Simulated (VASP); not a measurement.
Here is a VASP 6.6.1 calculation.

Contents of INCAR:

```
ALGO = Normal
EDIFF = 1E-6
ENCUT = 520
GGA = PE
ISIF = 2
ISMEAR = 0
LASPH = T
LCHARG = T
LELF = T
LREAL = F
LVHAR = T
LWAVE = F
NBANDS = 78
NELM = 100
PREC = Accurate
SIGMA = 0.15
```

Contents of KPOINTS:

```
k-points
0
Gamma
  4 3 4
```

File POSCAR:

```
Sc12H
1.0
    6.6200000000      0.0000000000      0.0000000000
   -4.9650000000      8.5996320000      0.0000000000
    0.0000000000      0.0000000000      5.2761400000
Sc H
12 1
Direct
   -0.0004187011     -0.0001447736     -0.0038073288
    0.1672146350      0.2223405606      0.4962853525
   -0.0005281115      0.3333903125     -0.0046744400
    0.1632926961      0.5541965052      0.4972178524
   -0.0008223597      0.6656872062     -0.0038531957
    0.1666169593      0.8893009608      0.4967131274
    0.4996582251     -0.0005999094     -0.0038198380
    0.6649139801      0.2212651658      0.4961251976
    0.5003906499      0.3334868283     -0.0040099391
    0.6676001893      0.5543402322      0.4976560516
    0.4997442673      0.6665021247      0.0128286967
    0.6686443464      0.8916969935      0.4967578571
    0.5000615609      0.6670838938      0.4017357386
```

Potentials or basis: VASP PAW PBE potentials, release 64 (Sc_sv, H).

The run is started by

```bash
$ cat potpaw_PBE.64/Sc_sv/POTCAR potpaw_PBE.64/H/POTCAR > POTCAR
$ mpirun -np 1 vasp_std > vasp.out
```

(1) What does it give for the pressure?

(2) Estimate the largest force.

Answers

(1) -0.3 GPa.

(2) 0.017 eV/Å.
